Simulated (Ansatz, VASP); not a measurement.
## Ta3RhN4 in VASP and in Ansatz

The input INCAR:

```
ALGO = Normal ; EDIFF = 1E-7
ENCUT = 520 ; GGA = PE
ISIF = 2 ; ISMEAR = 0
LASPH = True ; LCHARG = True
LELF = True ; LREAL = False
LVHAR = True ; LWAVE = False
NBANDS = 44 ; NELM = 60
PREC = Accurate ; SIGMA = 0.2
```

KPOINTS

```
k-points
0
Gamma
  8 8 2
```

The input POSCAR:

```
Ta3RhN4
1.0
    2.9895589719      0.0000000000      0.0000000000
    0.0000000000      2.9895589719      0.0000000000
    0.0000000000      0.0000000000     10.0467892421
Ta Rh N
3 1 4
Direct
    0.5000000000      0.5000000000      0.7954956005
    0.0000000000      0.0000000000      0.5000000000
    0.5000000000      0.5000000000      0.2045043995
    0.0000000000      0.0000000000      0.0000000000
    0.0000000000      0.0000000000      0.2829892410
    0.5000000000      0.5000000000      0.0000000000
    0.0000000000      0.0000000000      0.7170107590
    0.5000000000      0.5000000000      0.5000000000
```

Input for Ansatz:

```yaml
crystal:
  lattice:
    - [2.9895589719, 0.0, 0.0]
    - [0.0, 2.9895589719, 0.0]
    - [0.0, 0.0, 10.0467892421]
  atoms:
    - { symbol: Ta, position: [0.5, 0.5, 0.7954956005] }
    - { symbol: Ta, position: [0.0, 0.0, 0.5] }
    - { symbol: Ta, position: [0.5, 0.5, 0.2045043995] }
    - { symbol: Rh, position: [0.0, 0.0, 0.0] }
    - { symbol: "N", position: [0.0, 0.0, 0.282989241] }
    - { symbol: "N", position: [0.5, 0.5, 0.0] }
    - { symbol: "N", position: [0.0, 0.0, 0.717010759] }
    - { symbol: "N", position: [0.5, 0.5, 0.5] }
basis:
  ecutwfc: 420
kpoints:
  mp_grid: { grid: [8, 8, 2] }
hamiltonian:
  xc: pbe
scf:
  occupations: { method: gaussian, width: 0.2 }
  lower_state_search: "off"
output:
  forces: true
  stress: true
  eigenvalues: true
```

Alike in both runs: task single point; functional PBE; k mesh 8 × 8 × 2; occupations gaussian, width 0.2 eV; no spin polarisation.

|  | VASP | Ansatz |
| --- | --- | --- |
| version | VASP 6.6.1 | Ansatz 0.2.0 |
| potentials or method | VASP PAW PBE potentials, release 64 (Ta_pv, Rh_pv, N), cutoff 520 eV | scalar-relativistic, plane waves, PAW |
| valence electrons in the cell | 68 | 76 |

```csv
,VASP,Ansatz,Ansatz less VASP
gap on the k mesh at the Fermi level (eV),none,none,-
pressure (GPa),0.6,0.0,-0.51
"traceless stress, the component that is largest in VASP (GPa)",0.43,0.42,-0.006
rms of the force components (eV/Å),0.036,0.032,-0.0043
```

Atom by atom the forces differ by 0.005 eV/Å (rms over components). A gap of «none» marks a metal or a gap that the smearing closes. With one functional, cell and mesh, what is left measures potentials, basis and numerics. VASP's potentials hold 68 valence electrons a cell and Ansatz's 76, so a difference there can come from the potentials and not from the codes.

Neither program's run includes spin-orbit coupling.
